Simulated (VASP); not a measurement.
# HoGeF4 (P4/mmm) in VASP: relaxation of cell and atoms with PBE

Aim: the relaxation of cell and atoms of HoGeF4 with PBE.

Program: VASP 6.6.1. These are calculated values, not measurements. Logs are shortened: lines on timing, memory, paths and dates and some standing lists are left out, and cuts for length are marked.

## (1) The cell of the first run

It takes space group P4/mmm (No. 123, tetragonal). The conventional cell has a = 3.445 Å, b = 3.445 Å, c = 8.686 Å, α = 90.00°, β = 90.00°, γ = 90.00°. Within 2.6 Å of Ho (site symmetry 4/mmm) lie 2 F at 1.98 Å. Within 3.1 Å of Ge (site symmetry 4/mmm) lie 10 F at 2.36 to 2.70 Å. F (site symmetry 4mm) has 5 F at 2.31 to 2.72 Å and 4 Ge at 2.70 Å within 3.1 Å. Within 2.6 Å of F (site symmetry 4mm) lie 1 Ho at 1.98 Å and 1 Ge at 2.36 Å.

The cell was generated, and may not be a known phase.

## (2) Relaxation of cell and atoms, PBE

Contents of INCAR:

```
  PREC = Accurate
  ENCUT = 600
  EDIFF = 1E-7
  ISMEAR = 0
  SIGMA = 0.1
  LREAL = False
  LASPH = True
  NELM = 200
  ALGO = Normal
  ISIF = 3
  LWAVE = False
  LCHARG = False
  GGA = PE
  IBRION = 2
  NSW = 100
  EDIFFG = -0.01
  GGA_COMPAT = False
  NELMIN = 4
  LMAXMIX = 6
```

Contents of KPOINTS:

```
Automatic mesh
0
Gamma
  12 12 6
```

Contents of POSCAR:

```
HoGeF4
1.0
    3.4453220309      0.0000000000      0.0000000000
    0.0000000000      3.4453220309      0.0000000000
    0.0000000000      0.0000000000      8.6860217601
Ho Ge F
1 1 4
Direct
    0.0000000000      0.0000000000      0.5000000000
    0.0000000000      0.0000000000      0.0000000000
    0.5000000000      0.5000000000      0.8668692280
    0.5000000000      0.5000000000      0.1331307720
    0.0000000000      0.0000000000      0.7284924071
    0.0000000000      0.0000000000      0.2715075929
```

Potentials or basis: VASP PAW PBE potentials, release 64 (Ho_3, Ge_d, F), 4f in core.

On the command line:

```bash
$ cat potpaw_PBE.64/Ho_3/POTCAR potpaw_PBE.64/Ge_d/POTCAR potpaw_PBE.64/F/POTCAR > POTCAR
$ mpirun -np 1 vasp_std > vasp.out
```

OUTCAR:

```text
PREC = Accurate
   ENCUT = 600
   EDIFF = 1E-7
   ISMEAR = 0
   LREAL = False
   LASPH = True
   NELM = 200
   ISIF = 3
   GGA = PE
   IBRION = 2
   NSW = 100
   EDIFFG = -0.01
   NELMIN = 4

 ion  position               nearest neighbor table
   1  0.000  0.000  0.500-   5 1.98   6 1.98
   2  0.000  0.000  0.000-   5 2.36   6 2.36
   3  0.500  0.500  0.867-
   4  0.500  0.500  0.133-
   5  0.000  0.000  0.728-   1 1.98   2 2.36
   6  0.000  0.000  0.272-   1 1.98   2 2.36

  LATTYP: Found a simple tetragonal cell.
 ALAT       =     3.4453220309
 C/A-ratio  =     2.5211059176

  Lattice vectors:

 A1 = (   3.4453220309,   0.0000000000,   0.0000000000)
 A2 = (   0.0000000000,   3.4453220309,   0.0000000000)
 A3 = (   0.0000000000,   0.0000000000,   8.6860217601)

Analysis of symmetry for initial positions (statically):
=====================================================================
 Subroutine PRICEL returns:
 Original cell was already a primitive cell.

 Routine SETGRP: Setting up the symmetry group for a
 simple tetragonal supercell.

 Subroutine GETGRP returns: Found 16 space group operations
 (whereof 16 operations were pure point group operations)
 out of a pool of 16 trial point group operations.

The static configuration has the point symmetry D_4h.

Analysis of symmetry for dynamics (positions and initial velocities):
=====================================================================
 Subroutine PRICEL returns:
 Original cell was already a primitive cell.

 Routine SETGRP: Setting up the symmetry group for a
 simple tetragonal supercell.

 Subroutine GETGRP returns: Found 16 space group operations
 (whereof 16 operations were pure point group operations)
 out of a pool of 16 trial point group operations.

The dynamic configuration has the point symmetry D_4h.

 Subroutine INISYM returns: Found 16 space group operations
 (whereof 16 operations are pure point group operations),
 and found     1 'primitive' translations

----------------------------------------------------------------------------------------

                                     Primitive cell

  volume of cell :     103.1052

  direct lattice vectors                    reciprocal lattice vectors
     3.445322031  0.000000000  0.000000000     0.290248630  0.000000000  0.000000000
     0.000000000  3.445322031  0.000000000     0.000000000  0.290248630  0.000000000
     0.000000000  0.000000000  8.686021760     0.000000000  0.000000000  0.115127503

  length of vectors
     3.445322031  3.445322031  8.686021760     0.290248630  0.290248630  0.115127503

  position of ions in fractional coordinates (direct lattice)
     0.000000000  0.000000000  0.500000000
     0.000000000  0.000000000  0.000000000
     0.500000000  0.500000000  0.866869228
     0.500000000  0.500000000  0.133130772
     0.000000000  0.000000000  0.728492407
     0.000000000  0.000000000  0.271507593

  ion indices of the primitive-cell ions
   primitive index   ion index
                 1           1
                 2           2
                 3           3
                 4           4
                 5           5
                 6           6

----------------------------------------------------------------------------------------

 KPOINTS: Automatic mesh

Automatic generation of k-mesh.
 Grid dimensions read from file:
 generate k-points for:   12   12    6

 Generating k-lattice:

  Cartesian coordinates                     Fractional coordinates (reciprocal lattice)
     0.024187386  0.000000000  0.000000000     0.083333333  0.000000000  0.000000000
     0.000000000  0.024187386  0.000000000     0.000000000  0.083333333  0.000000000
     0.000000000  0.000000000  0.019187917     0.000000000  0.000000000  0.166666667

  Length of vectors
     0.024187386  0.024187386  0.019187917

  Shift w.r.t. Gamma in fractional coordinates (k-lattice)
     0.000000000  0.000000000  0.000000000

 Subroutine IBZKPT returns following result:
 ===========================================

 Found    112 irreducible k-points:

 Following reciprocal coordinates:
            Coordinates               Weight
  0.000000  0.000000  0.000000      1.000000
  0.083333  0.000000  0.000000      4.000000
  0.166667  0.000000  0.000000      4.000000
  0.250000  0.000000  0.000000      4.000000
  0.333333  0.000000  0.000000      4.000000
  0.416667  0.000000  0.000000      4.000000
[... 16 lines left out ...]
  0.333333  0.333333  0.000000      4.000000
  0.416667  0.333333  0.000000      8.000000
 [... further k-points ...]
   k-points           NKPTS =    112   k-points in BZ     NKDIM =    112   number of bands    NBANDS=     30
   number of dos      NEDOS =    301   number of ions     NIONS =      6
   total plane-waves  NPLWV =  54880
   dimension x,y,z NGX =    28 NGY =   28 NGZ =   70
   dimension x,y,z NGXF=    56 NGYF=   56 NGZF=  140
   ions per type =               1   1   4
   NGX,Y,Z   is equivalent  to a cutoff of  13.51, 13.51, 13.40 a.u.
   NGXF,Y,Z  is equivalent  to a cutoff of  27.02, 27.02, 26.80 a.u.
 SYSTEM =  unknown system
   PREC   = accura    normal or accurate (medium, high low for compatibility)
   ISTART =      0    job   : 0-new  1-cont  2-samecut
   ICHARG =      2    charge: 1-file 2-atom 10-const
   ISPIN  =      1    spin polarized calculation?
   LNONCOLLINEAR =      F non collinear calculations
   LSORBIT =      F    spin-orbit coupling
   LASPH  =      T    aspherical Exc in radial PAW
   ENCUT  =  600.0 eV  44.10 Ry    6.64 a.u.   6.88  6.88 17.35*2*pi/ulx,y,z
   NELM   =    200;   NELMIN=  4; NELMDL= -5     # of ELM steps
   EDIFF  = 0.1E-06   stopping-criterion for ELM
   LREAL  =      F    real-space projection
   EDIFFG = -.1E-01   stopping-criterion for IOM
   NSW    =    100    number of steps for IOM
   IBRION =      2    ionic relax: 0-MD 1-quasi-New 2-CG
   NFREE  =      1    steps in history (QN), initial steepest desc. (CG)
   ISIF   =      3    stress and relaxation
   ISYM   =      2    0-nonsym 1-usesym 2-fastsym
   POTIM  = 0.5000    time-step for ionic-motion
   TEBEG  =    0.0;   TEEND  =   0.0 temperature during run
   PSTRESS=    0.0 pullay stress
   NELECT =      51.0000    total number of electrons
   NUPDOWN=      -1.0000    fix difference up-down
   EMIN   =  10.00;   EMAX   =-10.00  energy-range for DOS
   EFERMI =   0.00;   METHOD = LEGACY
   ISMEAR =     0;   SIGMA  =   0.10  broadening in eV -4-tet -1-fermi 0-gaus
   EFERMI_NEDOS =   21; number of points for ismear=-14 and -15
   IALGO  =     38    algorithm
   IMIX   =      4    mixing-type and parameters
     AMIX     =   0.40;   BMIX     =  1.00
     AMIX_MAG =   1.60;   BMIX_MAG =  1.00
  volume/ion in A,a.u.               =      17.18       115.96
  Fermi-wavevector in a.u.,A,eV,Ry     =   1.294707  2.446641 22.806973  1.676265
  Thomas-Fermi vector in A             =   2.426273
   LORBIT       =      0    0 simple, 1 ext, 2 COOP (PROOUT), +10 PAW based schemes
   GGA     = PE    functional components
   LHFCALC =     F    Hartree Fock is set to
   AEXX    =    0.0000 exact exchange contribution
   IVDW    =     0    specifies the selected vdW correction
   LEPSILON=     F    determine dielectric tensor
   LRPA    =     F    only Hartree local field effects (RPA)
 conjugate gradient relaxation of ions
 non-spin polarized calculation
 Gauss-broadening in eV      SIGMA  =   0.10
  energy-cutoff  :      600.00
  volume of cell :      103.11
 maximum number of plane-waves:      3488
 NGX is ok and might be reduce to    28
   NGX = 13   NGY = 13   NGZ = 35

--------------------------------------- Ionic step        1  -------------------------------------------

 number of electron      50.9999974 magnetization

 Free energy of the ion-electron system (eV)
  ---------------------------------------------------
  ext. energy  EPLUGINS =         0.00000000
  ---------------------------------------------------
  free energy    TOTEN  =       -27.33472665 eV

  energy without entropy =      -27.32407826  energy(sigma->0) =      -27.32940245

------------------------ aborting loop because EDIFF is reached ----------------------------------------

  FORCE on cell =-STRESS in cart. coord.  units (eV):
  Direction    XX          YY          ZZ          XY          YZ          ZX
  --------------------------------------------------------------------------------------
  -------------------------------------------------------------------------------------
  Total       -0.2449471     -0.2449471      1.4048181      0.0000000     -0.0000000      0.0000000
  in kB       -3.8062941     -3.8062941     21.8298177      0.0000000     -0.0000000      0.0000000
  external PRESSURE =       4.7390765 kB  Pullay stress =       0.0000000 kB
[... 225 lines left out ...]
  energy  without entropy=      -27.3304127660  energy(sigma->0) =      -27.33625327

--------------------------------------- Ionic step        7  -------------------------------------------

 number of electron      50.9999968 magnetization

 Free energy of the ion-electron system (eV)
  ---------------------------------------------------
  ext. energy  EPLUGINS =         0.00000000
  ---------------------------------------------------
  free energy    TOTEN  =       -27.34210993 eV

  energy without entropy =      -27.33038999  energy(sigma->0) =      -27.33624996

 E-fermi :   0.3700     XC(G=0):  -9.2961

 val. band max:        0.3601675947   @ k =   0.5000   0.5000   0.3333
 cond. band min:       0.3724905057   @ k =   0.3333   0.1667   0.0000
 fundamental gap:      0.0123229109
 Fermi energy:         0.3699742491

 k-point     1 :       0.0000    0.0000    0.0000
  band No.  band energies     occupation
      1     -24.7301      2.00000
      2     -23.5127      2.00000
      3     -23.5114      2.00000
      4     -23.4772      2.00000
      5     -23.4772      2.00000
      6     -23.4765      2.00000
[... 781 lines left out ...]
     29       4.3384      0.00000
     30       4.7971      0.00000

 [... further k-points ...]

------------------------ aborting loop because EDIFF is reached ----------------------------------------

  FORCE on cell =-STRESS in cart. coord.  units (eV):
  Direction    XX          YY          ZZ          XY          YZ          ZX
  --------------------------------------------------------------------------------------
  -------------------------------------------------------------------------------------
  Total       -0.0012261     -0.0012261      0.0166121      0.0000000      0.0000000      0.0000000
  in kB       -0.0191653     -0.0191653      0.2596564      0.0000000      0.0000000      0.0000000
  external PRESSURE =       0.0737752 kB  Pullay stress =       0.0000000 kB
[... 21 lines left out ...]
  FREE ENERGIE OF THE ION-ELECTRON SYSTEM (eV)
  ---------------------------------------------------
  free  energy   TOTEN  =       -27.3421099274 eV

  energy  without entropy=      -27.3303899946  energy(sigma->0) =      -27.33624996

 reached required accuracy - stopping structural energy minimisation
```

Run time: 16 min. Hardware: 1 thread of AMD EPYC 9R45 (Zen 5), shared host; peak memory 0.5 GiB.

Results:

```
Free energy                           : -27.3421 eV
Relaxed volume                        : 17.08 Å³/atom
Relaxed cell                          : a = 3.434 Å, b = 3.434 Å, c = 8.694 Å, α = 90.00°, β = 90.00°, γ = 90.00°
Space group after relaxing (to 0.1 Å) : P4/mmm (No. 123)
Energy gained by relaxing             : 1.2 meV/atom
Ionic steps                           : 7
Pressure after relaxing               : 0.0 GPa
Largest force after relaxing          : 0.009 eV/Å
Band gap on the k mesh                : zero (an odd number of electrons rules out a gap without spin polarisation)
```

Forces on the atoms (eV/Å):
```
Ho   0.000  0.000  0.000
Ge   0.000  0.000  0.000
F    0.000  0.000 -0.005
F    0.000  0.000  0.005
F    0.000  0.000  0.009
F    0.000  0.000 -0.009
```

Step by step:
```
step  energy change (eV)  largest force (eV/Å)  pressure (GPa)  volume (Å³)
   1              0.0000                0.4246            0.47       103.11
   2              0.0136                0.5464           -1.69       103.86
   3             -0.0058                0.0559           -0.34       103.37
   4             -0.0058                0.0626           -0.31       103.36
   5             -0.0070                0.0374           -0.16       102.95
   6             -0.0074                0.0146           -0.02       102.59
   7             -0.0074                0.0088            0.01       102.50
```

Final structure:
```
Ho Ge F
1.0
     3.43362    0.00000    0.00000
     0.00000    3.43362    0.00000
     0.00000    0.00000    8.69428
Ho Ge F
1 1 4
Direct
  0.00000 0.00000 0.50000
  0.00000 0.00000 0.00000
  0.50000 0.50000 0.86734
  0.50000 0.50000 0.13266
  0.00000 0.00000 0.73010
  0.00000 0.00000 0.26989
```

Levels at points of the mesh, in eV from the Fermi level:
```
           k point  band 22  band 23  band 24  band 25  band 26  band 27  band 28  band 29  band 30
(0.00, 0.00, 0.00)    -1.53    -1.30    -0.89    -0.89    -0.40     0.35     4.59     5.43     5.94
(0.50, 0.00, 0.00)    -1.34    -0.96    -0.35    -0.14    -0.04     2.64     2.76     3.31     3.44
(0.50, 0.50, 0.00)    -2.20    -1.22    -1.22    -0.37    -0.26     4.10     4.10     4.15     4.15
(0.00, 0.00, 0.50)    -1.58    -1.21    -0.86    -0.86    -0.25     0.35     4.40     5.43     5.74
(0.50, 0.00, 0.50)    -1.45    -0.96    -0.21    -0.15    -0.12     2.65     2.70     3.31     3.51
(0.50, 0.50, 0.50)    -1.79    -1.13    -1.13    -0.68     0.04     3.96     3.96     4.32     4.32
```

Caveat: spin-orbit coupling is left out, which moves the levels of the heavy elements; the 4f electrons are frozen in the core, so they carry no moment and show no levels; an odd number of electrons without spin polarisation forces a metal; a magnetic or distorted state may lie lower; the run has no spin polarisation, though such a crystal can be magnetic. Spin polarisation is off, so any magnetic state and its effect on volume and gap are missing.
